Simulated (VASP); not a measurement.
Set up this calculation in VASP 6.6.1, as the native input.

```yaml
Task: single point
Functional: BLYP
Potentials_or_basis: VASP PAW PBE potentials, release 64 (Se)
Cutoff: 520 eV
k_mesh: 11 × 11 × 11
Occupations: fermi-dirac, width 0.1 eV
Spin: no spin polarisation
Dipole_correction: no
Further_INCAR_settings: ALGO = Normal; EDIFF = 1e-06; NBANDS = 9
```

The structure of Se lies in POSCAR:

```
Se
1.0
    2.9086586141      0.0000000000      0.0000000000
    0.0000000000      2.9086586141      0.0000000000
    0.0000000000      0.0000000000      2.9086586141
Se
1
Direct
    0.0000000000      0.0000000000      0.0000000000
```

The input as run:

INCAR

```
SYSTEM = Se
PREC = Accurate ; ENCUT = 520
EDIFF = 1E-6 ; ISMEAR = -1
SIGMA = 0.1 ; LREAL = .FALSE.
LASPH = .TRUE. ; NELM = 60
ALGO = Normal ; ISIF = 2
LWAVE = .FALSE. ; LCHARG = .FALSE.
GGA = B5 ; ALDAX = 1.0
AGGAX = 1.0 ; AGGAC = 1.0
ALDAC = 0.0 ; NBANDS = 9
```

KPOINTS

```
Automatic mesh
0
G
  11 11 11
  0 0 0
```

Potentials or basis: VASP PAW PBE potentials, release 64 (Se).

Command:

```console
$ cat potpaw_PBE.64/Se/POTCAR > POTCAR
$ mpirun -np 1 vasp_std > vasp.out
```

It gave:

```yaml
Pressure: 0.1 GPa
Band_gap_on_the_k_mesh: zero (band 3 reaches 6.49 eV, above the bottom of band 4 at 1.17 eV)
```

Caveat: the PAW data sets were made with another functional, which shifts forces and pressure a little.

It took 6.3 s on 1 thread of Intel(R) Xeon(R) 6975P-C (Granite Rapids), with other jobs on the host, peak memory 0.14 GiB.
